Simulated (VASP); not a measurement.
# SiC (P6_3mc) in VASP: notebook, part 3 of 3

VASP 6.6.1. Earlier steps stand in the parts before.

## 7. Relaxation of cell and atoms, PBE

This run uses another cell than the first one, of 10.50 Å³/atom, 1.015 times its volume.

The input, INCAR:

```
PREC = Accurate ; ENCUT = 600
EDIFF = 1E-6 ; ISMEAR = 0
SIGMA = 0.02 ; LREAL = F
LASPH = T ; NELM = 100
ALGO = Normal ; ISIF = 3
LWAVE = F ; LCHARG = F
GGA = PE ; IBRION = 2
NSW = 100 ; EDIFFG = -0.01
```

The input, KPOINTS:

```
Automatic mesh
0
Gamma
  12 12 6
```

The input, POSCAR:

```
SiC
1.0
    3.0917664127      0.0000000000      0.0000000000
   -1.5458832064      2.6775482560      0.0000000000
    0.0000000000      0.0000000000      5.0740211635
Si C
2 2
Direct
    0.3333333333      0.6666666667      0.0045635262
    0.6666666667      0.3333333333      0.5045635262
    0.3333333333      0.6666666667      0.3804364638
    0.6666666667      0.3333333333      0.8804364638
```

Potentials or basis: VASP PAW PBE potentials, release 64 (Si, C).

Run with:

```console
> cat potpaw_PBE.64/Si/POTCAR potpaw_PBE.64/C/POTCAR > POTCAR
> mpirun -np 1 vasp_std > vasp.out
```

OUTCAR:

```text
PREC = Accurate
   ENCUT = 600
   EDIFF = 1E-6
   ISMEAR = 0
   LREAL = F
   LASPH = T
   NELM = 100
   ISIF = 3
   GGA = PE
   IBRION = 2
   NSW = 100
   EDIFFG = -0.01

 ion  position               nearest neighbor table
   1  0.333  0.667  0.005-   4 1.89   4 1.89   4 1.89   3 1.91   2 3.10   2 3.10   2 3.10   2 3.10
                             2 3.10   2 3.10
   2  0.667  0.333  0.505-   3 1.89   3 1.89   3 1.89   4 1.91   1 3.10   1 3.10   1 3.10   1 3.10
                             1 3.10   1 3.10
   3  0.333  0.667  0.380-   2 1.89   2 1.89   2 1.89   1 1.91
   4  0.667  0.333  0.880-   1 1.89   1 1.89   1 1.89   2 1.91

  LATTYP: Found a hexagonal cell.
 ALAT       =     3.0917664127
 C/A-ratio  =     1.6411398813

  Lattice vectors:

 A1 = (   3.0917664127,   0.0000000000,   0.0000000000)
 A2 = (  -1.5458832064,   2.6775482560,   0.0000000000)
 A3 = (   0.0000000000,   0.0000000000,   5.0740211635)

Analysis of symmetry for initial positions (statically):
=====================================================================
 Subroutine PRICEL returns:
 Original cell was already a primitive cell.

 Routine SETGRP: Setting up the symmetry group for a
 hexagonal supercell.

 Subroutine GETGRP returns: Found 12 space group operations
 (whereof  6 operations were pure point group operations)
 out of a pool of 24 trial point group operations.

The static configuration has the point symmetry C_3v.
 The point group associated with its full space group is C_6v.

Analysis of symmetry for dynamics (positions and initial velocities):
=====================================================================
 Subroutine PRICEL returns:
 Original cell was already a primitive cell.

 Routine SETGRP: Setting up the symmetry group for a
 hexagonal supercell.

 Subroutine GETGRP returns: Found 12 space group operations
 (whereof  6 operations were pure point group operations)
 out of a pool of 24 trial point group operations.

The dynamic configuration has the point symmetry C_3v.
 The point group associated with its full space group is C_6v.

 Subroutine INISYM returns: Found 12 space group operations
 (whereof  6 operations are pure point group operations),
 and found     1 'primitive' translations

----------------------------------------------------------------------------------------

                                     Primitive cell

  volume of cell :      42.0045

  direct lattice vectors                    reciprocal lattice vectors
     3.091766413  0.000000000  0.000000000     0.323439700  0.186737998  0.000000000
    -1.545883206  2.677548256  0.000000000     0.000000000  0.373475995  0.000000000
     0.000000000  0.000000000  5.074021164     0.000000000  0.000000000  0.197082347

  length of vectors
     3.091766413  3.091766413  5.074021164     0.373475995  0.373475995  0.197082347

  position of ions in fractional coordinates (direct lattice)
     0.333333333  0.666666667  0.004563526
     0.666666667  0.333333333  0.504563526
     0.333333333  0.666666667  0.380436464
     0.666666667  0.333333333  0.880436464

  ion indices of the primitive-cell ions
   primitive index   ion index
                 1           1
                 2           2
                 3           3
                 4           4
[... 64 lines left out ...]
   ISTART =      0    job   : 0-new  1-cont  2-samecut
   ICHARG =      2    charge: 1-file 2-atom 10-const
   ISPIN  =      1    spin polarized calculation?
   LNONCOLLINEAR =      F non collinear calculations
   LSORBIT =      F    spin-orbit coupling
   LASPH  =      T    aspherical Exc in radial PAW
   ENCUT  =  600.0 eV  44.10 Ry    6.64 a.u.   6.18  6.18 10.13*2*pi/ulx,y,z
   NELM   =    100;   NELMIN=  2; NELMDL= -5     # of ELM steps
   EDIFF  = 0.1E-05   stopping-criterion for ELM
   LREAL  =      F    real-space projection
   EDIFFG = -.1E-01   stopping-criterion for IOM
   NSW    =    100    number of steps for IOM
   IBRION =      2    ionic relax: 0-MD 1-quasi-New 2-CG
   NFREE  =      1    steps in history (QN), initial steepest desc. (CG)
   ISIF   =      3    stress and relaxation
   ISYM   =      2    0-nonsym 1-usesym 2-fastsym
   POTIM  = 0.5000    time-step for ionic-motion
   TEBEG  =    0.0;   TEEND  =   0.0 temperature during run
   PSTRESS=    0.0 pullay stress
   NELECT =      16.0000    total number of electrons
   NUPDOWN=      -1.0000    fix difference up-down
   EMIN   =  10.00;   EMAX   =-10.00  energy-range for DOS
   EFERMI =   0.00;   METHOD = LEGACY
   ISMEAR =     0;   SIGMA  =   0.02  broadening in eV -4-tet -1-fermi 0-gaus
   EFERMI_NEDOS =   21; number of points for ismear=-14 and -15
   IALGO  =     38    algorithm
   IMIX   =      4    mixing-type and parameters
     AMIX     =   0.40;   BMIX     =  1.00
     AMIX_MAG =   1.60;   BMIX_MAG =  1.00
  volume/ion in A,a.u.               =      10.50        70.87
  Fermi-wavevector in a.u.,A,eV,Ry     =   1.186723  2.242582 19.161245  1.408312
  Thomas-Fermi vector in A             =   2.322890
   LORBIT       =      0    0 simple, 1 ext, 2 COOP (PROOUT), +10 PAW based schemes
   GGA     = PE    functional components
   LHFCALC =     F    Hartree Fock is set to
   AEXX    =    0.0000 exact exchange contribution
   IVDW    =     0    specifies the selected vdW correction
   LEPSILON=     F    determine dielectric tensor
   LRPA    =     F    only Hartree local field effects (RPA)
 conjugate gradient relaxation of ions
 non-spin polarized calculation
 Gauss-broadening in eV      SIGMA  =   0.02
  energy-cutoff  :      600.00
  volume of cell :       42.00
 maximum number of plane-waves:      1420
 NGX is ok and might be reduce to    28
   NGX = 13   NGY = 13   NGZ = 21

--------------------------------------- Ionic step        1  -------------------------------------------

 number of electron      16.0000000 magnetization

 Free energy of the ion-electron system (eV)
  ---------------------------------------------------
  ext. energy  EPLUGINS =         0.00000000
  ---------------------------------------------------
  free energy    TOTEN  =       -30.11300106 eV

  energy without entropy =      -30.11300106  energy(sigma->0) =      -30.11300106

------------------------ aborting loop because EDIFF is reached ----------------------------------------

  FORCE on cell =-STRESS in cart. coord.  units (eV):
  Direction    XX          YY          ZZ          XY          YZ          ZX
  --------------------------------------------------------------------------------------
  -------------------------------------------------------------------------------------
  Total       -0.0375512     -0.0375512     -0.0400312      0.0000000      0.0000000      0.0000000
  in kB       -1.4323124     -1.4323124     -1.5269071      0.0000000      0.0000000      0.0000000
  external PRESSURE =      -1.4638439 kB  Pullay stress =       0.0000000 kB
[... 63 lines left out ...]
--------------------------------------- Ionic step        3  -------------------------------------------

 number of electron      16.0000000 magnetization

 Free energy of the ion-electron system (eV)
  ---------------------------------------------------
  ext. energy  EPLUGINS =         0.00000000
  ---------------------------------------------------
  free energy    TOTEN  =       -30.11301657 eV

  energy without entropy =      -30.11301657  energy(sigma->0) =      -30.11301657

 E-fermi :   8.2200     XC(G=0): -11.2863

 val. band max:        8.0930060954   @ k =   0.0000   0.0000   0.0000
 cond. band min:      10.3957155086   @ k =   0.3333   0.3333   0.0000
 fundamental gap:      2.3027094132
 Fermi energy:         8.2199841255

 k-point     1 :       0.0000    0.0000    0.0000
  band No.  band energies     occupation
      1      -7.3590      2.00000
      2      -3.8468      2.00000
      3      -0.5198      2.00000
      4       6.7833      2.00000
      5       6.7833      2.00000
      6       7.9833      2.00000
      7       8.0930      2.00000
      8       8.0930      2.00000
      9      12.7742      0.00000
     10      14.1470      0.00000
     11      14.6730      0.00000
     12      14.6730      0.00000
[... 331 lines left out ...]
 k-point    24 :       0.3333    0.0000    0.1667
  band No.  band energies     occupation
      1      -5.4074      2.00000
      2      -2.8895      2.00000
      3       0.8080      2.00000
      4       2.5140      2.00000
      5       3.3376      2.00000
      6       5.2699      2.00000
      7       6.5032      2.00000
      8       6.9948      2.00000
      9      11.4456      0.00000
     10      12.5526      0.00000
     11      14.8276      0.00000
     12      15.8573      0.00000

 [... further k-points ...]

------------------------ aborting loop because EDIFF is reached ----------------------------------------

  FORCE on cell =-STRESS in cart. coord.  units (eV):
  Direction    XX          YY          ZZ          XY          YZ          ZX
  --------------------------------------------------------------------------------------
  -------------------------------------------------------------------------------------
  Total       -0.0001115     -0.0001115      0.0031042      0.0000000     -0.0000000     -0.0000000
  in kB       -0.0042569     -0.0042569      0.1184860      0.0000000     -0.0000000     -0.0000000
  external PRESSURE =       0.0366574 kB  Pullay stress =       0.0000000 kB
[... 19 lines left out ...]
  FREE ENERGIE OF THE ION-ELECTRON SYSTEM (eV)
  ---------------------------------------------------
  free  energy   TOTEN  =       -30.1130165704 eV

  energy  without entropy=      -30.1130165704  energy(sigma->0) =      -30.11301657

 reached required accuracy - stopping structural energy minimisation
```

CONTCAR:

```text
SiC
   1.00000000000000
     3.0910533605614332    0.0000000000000133    0.0000000000000000
    -1.5455266803306935    2.6769307347337477    0.0000000000000000
     0.0000000000000000    0.0000000000000000    5.0727736600548754
  Si              C
     2     2
Direct
     0.3333333332999970    0.6666666667000030    0.0045788559479024
     0.6666666667000030    0.3333333332999970    0.5045788559479024
     0.3333333332999970    0.6666666667000030    0.3804211340521019
     0.6666666667000030    0.3333333332999970    0.8804211340521019

  0.00000000E+00  0.00000000E+00  0.00000000E+00
  0.00000000E+00  0.00000000E+00  0.00000000E+00
  0.00000000E+00  0.00000000E+00  0.00000000E+00
  0.00000000E+00  0.00000000E+00  0.00000000E+00
```

It took 31 s on 1 thread of Intel Xeon 6975P-C (Granite Rapids), shared host; peak memory 0.19 GiB.

Results:

* Free energy: -30.1130 eV
* Relaxed volume: 10.49 Å³/atom
* Relaxed cell: a = 3.091 Å, b = 3.091 Å, c = 5.073 Å, α = 90.00°, β = 90.00°, γ = 120.00°
* Space group after relaxing (to 0.05 Å): P6_3mc (No. 186)
* Energy gained by relaxing: 0.0 meV/atom
* Ionic steps: 3
* Pressure after relaxing: 0.0 GPa
* Band gap on the k mesh: 2.30 eV, indirect (least direct gap 3.94 eV)

Final structure:
```xyz
4
Lattice="3.0911 0.0000 0.0000 -1.5455 2.6769 0.0000 0.0000 0.0000 5.0728" Properties=species:S:1:pos:R:3 pbc="T T T"
Si    0.0000    1.7846    0.0232
Si    1.5455    0.8923    2.5596
C     0.0000    1.7846    1.9298
C     1.5455    0.8923    4.4662
```

A k mesh can miss the band edges. A hybrid or GW would open this gap; PBE tends to underestimate it.

## 8. Summary

| task | cell | k mesh | cutoff (eV) | smearing | gap on the mesh (eV) | pressure (GPa) | relaxed volume (Å³/atom) |
| --- | --- | --- | --- | --- | --- | --- | --- |
| relaxation of cell and atoms | relaxed from a = 3.076, b = 3.076, c = 5.048 Å, angles 90.0, 90.0, 120.0°, 4 atoms | 6 × 6 × 4 | 600 | gaussian 0.1 eV | 2.29 | 0.1 | 10.49 |
| single point | a = 3.092, b = 3.092, c = 5.074 Å, angles 90.0, 90.0, 120.0°, 4 atoms | 12 × 12 × 6 | 520 | gaussian 0.02 eV | 2.30 | 0.0 | - |
| relaxation of cell and atoms | relaxed from a = 3.092, b = 3.092, c = 5.074 Å, angles 90.0, 90.0, 120.0°, 4 atoms | 12 × 12 × 6 | 600 | gaussian 0.02 eV | 2.30 | 0.0 | 10.49 |
| single point | a = 3.092, b = 3.092, c = 5.074 Å, angles 90.0, 90.0, 120.0°, 4 atoms | 6 × 6 × 4 | 520 | gaussian 0.1 eV | 2.30 | 0.0 | - |

Alike in all rows: level PBE; potentials or basis VASP PAW PBE potentials, release 64 (Si, C); no spin polarisation.

Absolute energies hang on the potentials; compare differences alone.
